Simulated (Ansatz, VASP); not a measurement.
**Ta: VASP beside Ansatz**

```
Ta
1.0
     2.83781    0.00000    0.00000
    -1.41891    2.45762    0.00000
     0.00000    0.00000    5.06236
Ta
2
Direct
  0.33333 0.66667 0.25000
  0.66667 0.33333 0.75000
```

Alike in both runs: functional LDA; k mesh 16 × 16 × 9; occupations fermi-dirac, width 0.05 eV; no spin polarisation.

Ansatz relaxed the structure, and its values are those at the end. VASP's run is a single point on that final structure, the one shown.

```csv
,VASP,Ansatz
version,VASP 6.6.1,Ansatz 0.2.0
potentials or method,"VASP PAW LDA potentials, release 64 (Ta_pv), cutoff 520 eV","all-electron LAPW, scalar-relativistic"
```

VASP gave:

```
pressure (GPa) : 0.9
```

Question: Estimate Ansatz's values.

Answer: Pressure (GPa): 0.0.

LDA's correlation is that of Perdew and Zunger in VASP and of Perdew and Wang (1992) in Ansatz. Ansatz ran all-electron here, and VASP with PAW potentials.

Spin-orbit coupling is off throughout.
